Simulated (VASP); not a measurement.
A run of VASP 6.6.1 is set up as follows.

POSCAR

```
MgI2
1.0
    0.0000000000      3.7557205885      3.6847374693
    3.7557205885      0.0000000000      3.6847374693
    3.7557205885      3.7557205885      0.0000000000
Mg I
1 2
Direct
    0.0000000000      0.0000000000      0.0000000000
    0.2500000000      0.2500000000      0.2500000000
    0.7500000000      0.7500000000      0.7500000000
```

The input INCAR.step1:

```
SYSTEM = MgI2
PREC = Accurate
ENCUT = 520
EDIFF = 1E-5
ISMEAR = 0
SIGMA = 0.01
LREAL = .False.
LASPH = .True.
NELM = 100
ALGO = Normal
ISIF = 2
LWAVE = .True.
GGA = PE
NBANDS = 15
```

INCAR.step2

```
SYSTEM = MgI2
PREC = Accurate
ENCUT = 520
EDIFF = 1E-7
ISMEAR = 0
SIGMA = 0.01
LREAL = .False.
LASPH = .True.
NELM = 100
ALGO = Normal
ISIF = 2
LWAVE = .False.
LCHARG = .True.
GGA = PE
LHFCALC = .True.
HFSCREEN = 0.2079
PRECFOCK = Normal
LELF = .True.
LVHAR = .True.
ISTART = 1
NBANDS = 15
```

File KPOINTS:

```
regular mesh
0
Gamma
  4 4 4
  0 0 0
```

Potentials or basis: VASP PAW PBE potentials, release 64 (Mg, I).

Command:

```console
$ cat potpaw_PBE.64/Mg/POTCAR potpaw_PBE.64/I/POTCAR > POTCAR
$ cp INCAR.step1 INCAR
$ mpirun -np 1 vasp_std > vasp.out
$ cp INCAR.step2 INCAR
$ mpirun -np 1 vasp_std > vasp.out
```

**Question.** What does it give for the band gap on the k mesh?

**Answer.** 1.29 eV (least direct gap 1.57 eV).

**Question.** Predict the pressure.

**Answer.** 0.0 GPa.

Stress tensor (GPa, compression positive):
```
-0.58  0.00  0.00
 0.00 -0.58  0.00
 0.00  0.00  1.25
```

Caveat: the cell differs from its parent crystal (uniaxial z strain -1.9%); the structure was generated, so it needn't be the stable form of MgI2; the PAW data sets were made with another functional, which shifts forces and pressure a little; spin-orbit coupling is left out, which moves the levels of the heavy elements. A k mesh can miss the band edges.
